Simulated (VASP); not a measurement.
# ZnO (zincite) in VASP: further runs

ZnO (zincite) is run at these levels: PBEsol; tasks: single point.

Everything below comes from runs of VASP 6.6.1. Logs are shortened: lines on timing, memory, paths and dates and some standing lists are left out, and cuts for length are marked.

## Step 1: The cell of the first run

The cell holds a slab with vacuum, 36 atoms: a = 5.214 Å, b = 5.595 Å, c = 27.920 Å, α = 90.00°, β = 90.00°, γ = 90.00°.

## Step 2: Single point, PBEsol

The input, INCAR:

```
SYSTEM = ZnO
  PREC = Accurate
  ENCUT = 520
  EDIFF = 1E-6
  ISMEAR = 0
  SIGMA = 0.05
  LREAL = Auto
  LASPH = .TRUE.
  NELM = 100
  ALGO = Normal
  ISIF = 2
  LWAVE = .FALSE.
  LCHARG = .FALSE.
  LDIPOL = .TRUE.
  IDIPOL = 3
  DIPOL = 0.5 0.5 0.500
  GGA = PS
  NBANDS = 186
```

The input, KPOINTS:

```
regular mesh
0
G
  5 5 1
  0 0 0
```

The input, POSCAR:

```
ZnO
1.0
    5.2141142640      0.0000000000      0.0000000000
    0.0000000000      5.5946231896      0.0000000000
    0.0000000000      0.0000000000     27.9202288182
Zn O
18 18
Direct
    0.4999673605      0.1666666667      0.2686224403
    0.9999673605      0.8333333333      0.2686224403
    0.4999673605      0.6666666667      0.3264668303
    0.9999673605      0.3333333333      0.3264668303
    0.4999673605      0.1666666667      0.3843112202
    0.9999673605      0.8333333333      0.3843112202
    0.4999673605      0.6666666667      0.4421556101
    0.9999673605      0.3333333333      0.4421556101
    0.4999673605      0.1666666667      0.5000000000
    0.9999673605      0.8333333333      0.5000000000
    0.4999673605      0.6666666667      0.5578443899
    0.9999673605      0.3333333333      0.5578443899
    0.4999673605      0.1666666667      0.6156887798
    0.9999673605      0.8333333333      0.6156887798
    0.4999673605      0.6666666667      0.6735331697
    0.9999673605      0.3333333333      0.6735331697
    0.4999673605      0.1666666667      0.7313775597
    0.9999673605      0.8333333333      0.7313775597
    0.6210226395      0.8333333333      0.2686224403
    0.1210226395      0.1666666667      0.2686224403
    0.6210226395      0.3333333333      0.3264668303
    0.1210226395      0.6666666667      0.3264668303
    0.6210226395      0.8333333333      0.3843112202
    0.1210226395      0.1666666667      0.3843112202
    0.6210226395      0.3333333333      0.4421556101
    0.1210226395      0.6666666667      0.4421556101
    0.6210226395      0.8333333333      0.5000000000
    0.1210226395      0.1666666667      0.5000000000
    0.6210226395      0.3333333333      0.5578443899
    0.1210226395      0.6666666667      0.5578443899
    0.6210226395      0.8333333333      0.6156887798
    0.1210226395      0.1666666667      0.6156887798
    0.6210226395      0.3333333333      0.6735331697
    0.1210226395      0.6666666667      0.6735331697
    0.6210226395      0.8333333333      0.7313775597
    0.1210226395      0.1666666667      0.7313775597
```

Potentials or basis: VASP PAW PBE potentials, release 64 (Zn, O).

Run with:

```bash
$ cat potpaw_PBE.64/Zn/POTCAR potpaw_PBE.64/O/POTCAR > POTCAR
$ mpirun -np 1 vasp_std > vasp.out
```

OUTCAR:

```text
SYSTEM = ZnO
   PREC = Accurate
   ENCUT = 520
   EDIFF = 1E-6
   ISMEAR = 0
   LREAL = Auto
   LASPH = .TRUE.
   NELM = 100
   ISIF = 2
   GGA = PS

 ion  position               nearest neighbor table
   1  0.500  0.167  0.269-  19 1.97  21 1.97  20 1.98
   2  1.000  0.833  0.269-  20 1.97  22 1.97  19 1.98
   3  0.500  0.667  0.326-  23 1.97  21 1.97  19 1.97  22 1.98
   4  1.000  0.333  0.326-  24 1.97  22 1.97  20 1.97  21 1.98
   5  0.500  0.167  0.384-  21 1.97  25 1.97  23 1.97  24 1.98
   6  1.000  0.833  0.384-  22 1.97  26 1.97  24 1.97  23 1.98
   7  0.500  0.667  0.442-  27 1.97  23 1.97  25 1.97  26 1.98
   8  1.000  0.333  0.442-  28 1.97  24 1.97  26 1.97  25 1.98
   9  0.500  0.167  0.500-  25 1.97  29 1.97  27 1.97  28 1.98
  10  1.000  0.833  0.500-  26 1.97  30 1.97  28 1.97  27 1.98
  11  0.500  0.667  0.558-  27 1.97  31 1.97  29 1.97  30 1.98
  12  1.000  0.333  0.558-  28 1.97  32 1.97  30 1.97  29 1.98
  13  0.500  0.167  0.616-  33 1.97  29 1.97  31 1.97  32 1.98
  14  1.000  0.833  0.616-  34 1.97  30 1.97  32 1.97  31 1.98
  15  0.500  0.667  0.674-  31 1.97  33 1.97  35 1.97  34 1.98
  16  1.000  0.333  0.674-  32 1.97  34 1.97  36 1.97  33 1.98
  17  0.500  0.167  0.731-  35 1.97  33 1.97  36 1.98
[... 5 lines left out ...]
  23  0.621  0.833  0.384-   3 1.97   7 1.97   5 1.97   6 1.98
  24  0.121  0.167  0.384-   4 1.97   8 1.97   6 1.97   5 1.98
  25  0.621  0.333  0.442-   9 1.97   5 1.97   7 1.97   8 1.98
  26  0.121  0.667  0.442-  10 1.97   6 1.97   8 1.97   7 1.98
  27  0.621  0.833  0.500-   7 1.97  11 1.97   9 1.97  10 1.98
  28  0.121  0.167  0.500-   8 1.97  12 1.97  10 1.97   9 1.98
  29  0.621  0.333  0.558-   9 1.97  13 1.97  11 1.97  12 1.98
  30  0.121  0.667  0.558-  10 1.97  14 1.97  12 1.97  11 1.98
  31  0.621  0.833  0.616-  15 1.97  11 1.97  13 1.97  14 1.98
  32  0.121  0.167  0.616-  16 1.97  12 1.97  14 1.97  13 1.98
  33  0.621  0.333  0.674-  13 1.97  15 1.97  17 1.97  16 1.98
  34  0.121  0.667  0.674-  14 1.97  16 1.97  18 1.97  15 1.98
  35  0.621  0.833  0.731-  17 1.97  15 1.97  18 1.98
  36  0.121  0.167  0.731-  18 1.97  16 1.97  17 1.98

  LATTYP: Found a simple orthorhombic cell.
 ALAT       =     5.2141142640
 B/A-ratio  =     1.0729767140
 C/A-ratio  =     5.3547404994

  Lattice vectors:

 A1 = (   5.2141142640,   0.0000000000,   0.0000000000)
 A2 = (   0.0000000000,   5.5946231896,   0.0000000000)
 A3 = (   0.0000000000,   0.0000000000,  27.9202288182)

Analysis of symmetry for initial positions (statically):
=====================================================================
 Subroutine PRICEL returns:
 Original cell was already a primitive cell.

 Routine SETGRP: Setting up the symmetry group for a
 simple orthorhombic supercell.

 Subroutine GETGRP returns: Found  4 space group operations
 (whereof  2 operations were pure point group operations)
 out of a pool of  8 trial point group operations.

The static configuration has the point symmetry C_1h.
 The point group associated with its full space group is C_2v.

Analysis of symmetry for dynamics (positions and initial velocities):
=====================================================================
 Subroutine PRICEL returns:
 Original cell was already a primitive cell.

 Routine SETGRP: Setting up the symmetry group for a
 simple orthorhombic supercell.

 Subroutine GETGRP returns: Found  4 space group operations
 (whereof  2 operations were pure point group operations)
 out of a pool of  8 trial point group operations.

The dynamic configuration has the point symmetry C_1h.
 The point group associated with its full space group is C_2v.

 Subroutine INISYM returns: Found  4 space group operations
 (whereof  2 operations are pure point group operations),
 and found     1 'primitive' translations

----------------------------------------------------------------------------------------

                                     Primitive cell

  volume of cell :     814.4611

  direct lattice vectors                    reciprocal lattice vectors
     5.214114264  0.000000000  0.000000000     0.191787128  0.000000000  0.000000000
     0.000000000  5.594623190  0.000000000     0.000000000  0.178743048  0.000000000
     0.000000000  0.000000000 27.920228818     0.000000000  0.000000000  0.035816325
[... 87 lines left out ...]
 generate k-points for:    5    5    1

 Generating k-lattice:

  Cartesian coordinates                     Fractional coordinates (reciprocal lattice)
     0.038357426  0.000000000  0.000000000     0.200000000  0.000000000  0.000000000
     0.000000000  0.035748610  0.000000000     0.000000000  0.200000000  0.000000000
     0.000000000  0.000000000  0.035816325     0.000000000  0.000000000  1.000000000

  Length of vectors
     0.038357426  0.035748610  0.035816325

  Shift w.r.t. Gamma in fractional coordinates (k-lattice)
     0.000000000  0.000000000  0.000000000

 Subroutine IBZKPT returns following result:
 ===========================================

 Found      9 irreducible k-points:

 Following reciprocal coordinates:
            Coordinates               Weight
  0.000000  0.000000  0.000000      1.000000
  0.200000  0.000000  0.000000      2.000000
  0.400000  0.000000  0.000000      2.000000
  0.000000  0.200000  0.000000      2.000000
  0.200000  0.200000  0.000000      4.000000
  0.400000  0.200000  0.000000      4.000000
  0.000000  0.400000  0.000000      2.000000
  0.200000  0.400000  0.000000      4.000000
  0.400000  0.400000  0.000000      4.000000
   k-points           NKPTS =      9   k-points in BZ     NKDIM =      9   number of bands    NBANDS=    186
   number of dos      NEDOS =    301   number of ions     NIONS =     36
   total plane-waves  NPLWV = 352800
   dimension x,y,z NGX =    40 NGY =   42 NGZ =  210
   dimension x,y,z NGXF=    80 NGYF=   84 NGZF=  420
   ions per type =              18  18
   NGX,Y,Z   is equivalent  to a cutoff of  12.75, 12.48, 12.50 a.u.
   NGXF,Y,Z  is equivalent  to a cutoff of  25.51, 24.96, 25.01 a.u.
 SYSTEM =  ZnO
   PREC   = accura    normal or accurate (medium, high low for compatibility)
   ISTART =      0    job   : 0-new  1-cont  2-samecut
   ICHARG =      2    charge: 1-file 2-atom 10-const
   ISPIN  =      1    spin polarized calculation?
   LNONCOLLINEAR =      F non collinear calculations
   LSORBIT =      F    spin-orbit coupling
   LASPH  =      T    aspherical Exc in radial PAW
   ENCUT  =  520.0 eV  38.22 Ry    6.18 a.u.   9.69 10.40 51.91*2*pi/ulx,y,z
   NELM   =    100;   NELMIN=  2; NELMDL= -5     # of ELM steps
   EDIFF  = 0.1E-05   stopping-criterion for ELM
   LREAL  =      T    real-space projection
   EDIFFG = 0.1E-04   stopping-criterion for IOM
   NSW    =      0    number of steps for IOM
   IBRION =     -1    ionic relax: 0-MD 1-quasi-New 2-CG
   NFREE  =      0    steps in history (QN), initial steepest desc. (CG)
   ISIF   =      2    stress and relaxation
   ISYM   =      2    0-nonsym 1-usesym 2-fastsym
   POTIM  = 0.5000    time-step for ionic-motion
   TEBEG  =    0.0;   TEEND  =   0.0 temperature during run
   PSTRESS=    0.0 pullay stress
   NELECT =     324.0000    total number of electrons
   NUPDOWN=      -1.0000    fix difference up-down
   EMIN   =  10.00;   EMAX   =-10.00  energy-range for DOS
   EFERMI =   0.00;   METHOD = LEGACY
   ISMEAR =     0;   SIGMA  =   0.05  broadening in eV -4-tet -1-fermi 0-gaus
   EFERMI_NEDOS =   21; number of points for ismear=-14 and -15
   IALGO  =     38    algorithm
   IMIX   =      4    mixing-type and parameters
     AMIX     =   0.40;   BMIX     =  1.00
     AMIX_MAG =   1.60;   BMIX_MAG =  1.00
  volume/ion in A,a.u.               =      22.62       152.67
  Fermi-wavevector in a.u.,A,eV,Ry     =   1.204018  2.275264 19.723819  1.449660
  Thomas-Fermi vector in A             =   2.339755
   LORBIT       =      0    0 simple, 1 ext, 2 COOP (PROOUT), +10 PAW based schemes
   GGA     = PS    functional components
   LHFCALC =     F    Hartree Fock is set to
   AEXX    =    0.0000 exact exchange contribution
   IVDW    =     0    specifies the selected vdW correction
   LEPSILON=     F    determine dielectric tensor
   LRPA    =     F    only Hartree local field effects (RPA)
 non-spin polarized calculation
 Gauss-broadening in eV      SIGMA  =   0.05
  energy-cutoff  :      520.00
  volume of cell :      814.46
 maximum number of plane-waves:     21980
 NGX is ok and might be reduce to    40
   NGX = 19   NGY = 21   NGZ =103

 number of electron     324.0000081 magnetization

 dipolmoment           0.000000      0.000000     -0.000000 electrons x Angstroem

 Free energy of the ion-electron system (eV)
  ---------------------------------------------------
  ext. energy  EPLUGINS =         0.00000000
  ---------------------------------------------------
  free energy    TOTEN  =      -169.70471186 eV

  energy without entropy =     -169.70471186  energy(sigma->0) =     -169.70471186

 E-fermi :  -1.7520     XC(G=0):  -6.3713

 val. band max:       -2.0513852484   @ k =   0.0000   0.0000   0.0000
 cond. band min:      -1.2344544054   @ k =   0.0000   0.0000   0.0000
 fundamental gap:      0.8169308430
 Fermi energy:        -1.7520008039

 k-point     1 :       0.0000    0.0000    0.0000
  band No.  band energies     occupation
      1     -20.0865      2.00000
      2     -19.9354      2.00000
      3     -19.7412      2.00000
      4     -19.5260      2.00000
      5     -19.4191      2.00000
      6     -19.3844      2.00000
[... 1582 lines left out ...]
    173       3.4299      0.00000
    174       3.5029      0.00000
 [bands above 174 left out]

------------------------ aborting loop because EDIFF is reached ----------------------------------------

 vacuum level on the upper side and lower side of the slab       (xc-potential included)        -0.138        -0.138

  FORCE on cell =-STRESS in cart. coord.  units (eV):
  Direction    XX          YY          ZZ          XY          YZ          ZX
  --------------------------------------------------------------------------------------
  -------------------------------------------------------------------------------------
  Total       -6.9859588     -4.9559212     -2.1314228      0.0000000      0.0000000      0.0000000
  in kB      -13.7425158     -9.7491020     -4.1928549      0.0000000      0.0000000      0.0000000
  external PRESSURE =      -9.2281576 kB  Pullay stress =       0.0000000 kB

 VOLUME and BASIS-vectors are now :
 -----------------------------------------------------------------------------
  energy-cutoff  :      520.00
  volume of cell :      814.46
      direct lattice vectors                 reciprocal lattice vectors
     5.214114264  0.000000000  0.000000000     0.191787128  0.000000000  0.000000000
     0.000000000  5.594623190  0.000000000     0.000000000  0.178743048  0.000000000
     0.000000000  0.000000000 27.920228818     0.000000000  0.000000000  0.035816325

 POSITION                                       TOTAL-FORCE (eV/Angst)
 -----------------------------------------------------------------------------------
      2.60689      0.93244      7.50000        -0.787182     -1.142163      0.959938
      5.21394      4.66219      7.50000        -0.787182      1.142163      0.959938
      2.60689      3.72975      9.11503         0.158424      0.259659     -0.420070
      5.21394      1.86487      9.11503         0.158424     -0.259659     -0.420070
      2.60689      0.93244     10.73006        -0.051491     -0.081232     -0.003761
      5.21394      4.66219     10.73006        -0.051491      0.081232     -0.003761
[... 28 lines left out ...]
      3.23808      4.66219     20.42023         0.631391      0.413964      0.328020
      0.63103      0.93244     20.42023         0.631391     -0.413964      0.328020
 -----------------------------------------------------------------------------------
    total drift:                               -0.017350      0.000000     -0.000127

  FREE ENERGIE OF THE ION-ELECTRON SYSTEM (eV)
  ---------------------------------------------------
  free  energy   TOTEN  =      -169.7047118623 eV

  energy  without entropy=     -169.7047118623  energy(sigma->0) =     -169.70471186

 vacuum level on the upper side and lower side of the slab         3.240         3.240
```

Wall time 42 min (1 thread of Intel Xeon 6975P-C (Granite Rapids), shared host); peak memory 1.2 GiB.

What came out:

| Property | Result |
| --- | --- |
| Free energy | -169.7047 eV |
| Largest force | 1.687 eV/Å |
| Band gap on the k mesh | 0.82 eV, direct |

Forces on the atoms (eV/Å):
```
Zn  -0.787 -1.142  0.960
Zn  -0.787  1.142  0.960
Zn   0.158  0.260 -0.420
Zn   0.158 -0.260 -0.420
Zn  -0.051 -0.081 -0.004
Zn  -0.051  0.081 -0.004
Zn   0.015  0.026 -0.016
Zn   0.015 -0.026 -0.016
Zn  -0.008 -0.011  0.000
Zn  -0.008  0.011  0.000
Zn   0.015  0.026  0.016
Zn   0.015 -0.026  0.016
Zn  -0.051 -0.081  0.004
Zn  -0.051  0.081  0.004
Zn   0.158  0.260  0.420
Zn   0.158 -0.260  0.420
Zn  -0.787 -1.142 -0.960
Zn  -0.787  1.142 -0.960
O    0.631  0.414 -0.328
O    0.631 -0.414 -0.328
O    0.032  0.123 -0.403
O    0.032 -0.123 -0.403
O    0.007  0.004  0.134
O    0.007 -0.004  0.134
O   -0.003  0.000 -0.026
O   -0.003  0.000 -0.026
O    0.002  0.000  0.000
O    0.002  0.000  0.000
O   -0.003  0.000  0.026
O   -0.003  0.000  0.026
O    0.007  0.004 -0.134
O    0.007 -0.004 -0.134
O    0.032  0.123  0.403
O    0.032 -0.123  0.403
O    0.631  0.414  0.328
O    0.631 -0.414  0.328
```

Levels at points of the mesh, in eV from the valence-band top:
```
           k point  band 159  band 160  band 161  band 162  band 163  band 164  band 165  band 166
(0.00, 0.00, 0.00)     -0.12     -0.09     -0.05      0.00      0.82      1.41      2.28      3.30
```

Caveat: the PAW data sets were made with another functional, which shifts forces and pressure a little.

## Step 3: Single point, PBEsol

The input, INCAR:

```
  PREC = Accurate
  ENCUT = 520
  EDIFF = 1E-7
  ISMEAR = 0
  SIGMA = 0.05
  LREAL = Auto
  LASPH = T
  NELM = 100
  ALGO = Normal
  ISIF = 2
  LWAVE = F
  LCHARG = F
  LDIPOL = T
  IDIPOL = 3
  DIPOL = 0.5 0.5 0.500
  GGA = PS
  NBANDS = 186
```

The input, KPOINTS:

```
regular mesh
0
Gamma
  5 5 1
```

The input, POSCAR:

```
ZnO
1.0
    5.2141142640      0.0000000000      0.0000000000
    0.0000000000      5.5946231896      0.0000000000
    0.0000000000      0.0000000000     27.9202288182
Zn O
18 18
Direct
    0.4742068003      0.1247378176      0.2774964985
    0.9742068003      0.8752621824      0.2774964985
    0.5032226578      0.6601471338      0.3247000380
    1.0032226578      0.3398528662      0.3247000380
    0.5024058486      0.1642952160      0.3849831446
    1.0024058486      0.8357047840      0.3849831446
    0.5033456877      0.6664069497      0.4419303858
    1.0033456877      0.3335930503      0.4419303858
    0.5026031657      0.1659933120      0.4999999998
    1.0026031657      0.8340066880      0.4999999998
    0.5033456908      0.6664069533      0.5580696117
    1.0033456908      0.3335930467      0.5580696117
    0.5024058490      0.1642952179      0.6150168549
    1.0024058490      0.8357047821      0.6150168549
    0.5032226640      0.6601471401      0.6752999608
    1.0032226640      0.3398528599      0.6752999608
    0.4742068014      0.1247378279      0.7225035006
    0.9742068014      0.8752621721      0.7225035006
    0.6257203886      0.8250452738      0.2681022832
    0.1257203886      0.1749547262      0.2681022832
    0.6249536657      0.3291921036      0.3263371540
    0.1249536657      0.6708078964      0.3263371540
    0.6232961977      0.8304403815      0.3838440540
    0.1232961977      0.1695596185      0.3838440540
    0.6241815189      0.3328198429      0.4422446407
    0.1241815189      0.6671801571      0.4422446407
    0.6236412905      0.8326068642      0.4999999991
    0.1236412905      0.1673931358      0.4999999991
    0.6241815197      0.3328198442      0.5577553611
    0.1241815197      0.6671801558      0.5577553611
    0.6232961969      0.8304403834      0.6161559463
    0.1232961969      0.1695596166      0.6161559463
    0.6249536701      0.3291921071      0.6736628475
    0.1249536701      0.6708078929      0.6736628475
    0.6257203867      0.8250452846      0.7318977193
    0.1257203867      0.1749547154      0.7318977193
```

Potentials or basis: VASP PAW PBE potentials, release 64 (Zn, O).

Run with:

```bash
$ cat potpaw_PBE.64/Zn/POTCAR potpaw_PBE.64/O/POTCAR > POTCAR
$ mpirun -np 1 vasp_std > vasp.out
```

It took 52 min on 1 thread of Intel Xeon 6975P-C (Granite Rapids), shared host; peak memory 1.2 GiB.

Results (log left out):

- Free energy: -170.8548 eV
- Largest force: 0.114 eV/Å
- Band gap on the k mesh: 1.06 eV, direct

Forces on the atoms (eV/Å):
```
Zn   0.038  0.033 -0.022
Zn   0.038 -0.033 -0.022
Zn  -0.003 -0.014  0.007
Zn  -0.003  0.014  0.007
Zn   0.002  0.001  0.003
Zn   0.002 -0.001  0.003
Zn  -0.001 -0.002  0.004
Zn  -0.001  0.002  0.004
Zn  -0.003  0.000  0.000
Zn  -0.003  0.000  0.000
Zn  -0.001 -0.002 -0.004
Zn  -0.001  0.002 -0.004
Zn   0.002  0.001 -0.003
Zn   0.002 -0.001 -0.003
Zn  -0.003 -0.014 -0.007
Zn  -0.003  0.014 -0.007
Zn   0.038  0.033  0.022
Zn   0.038 -0.033  0.022
O   -0.041 -0.060 -0.088
O   -0.041  0.060 -0.088
O    0.008  0.007  0.013
O    0.008 -0.007  0.013
O   -0.004 -0.012 -0.015
O   -0.004  0.012 -0.015
O    0.003  0.001  0.000
O    0.003 -0.001  0.000
O   -0.001 -0.003  0.000
O   -0.001  0.003  0.000
O    0.003  0.001  0.000
O    0.003 -0.001  0.000
O   -0.004 -0.012  0.015
O   -0.004  0.012  0.015
O    0.008  0.007 -0.013
O    0.008 -0.007 -0.013
O   -0.041 -0.060  0.088
O   -0.041  0.060  0.088
```

Levels at points of the mesh, in eV from the valence-band top:
| k point | band 159 | band 160 | band 161 | band 162 | band 163 | band 164 | band 165 | band 166 |
| --- | --- | --- | --- | --- | --- | --- | --- | --- |
| (0.00, 0.00, 0.00) | -0.09 | -0.02 | 0.00 | 0.00 | 1.06 | 1.81 | 2.74 | 3.74 |

Caveat: the PAW data sets were made with another functional, which shifts forces and pressure a little.
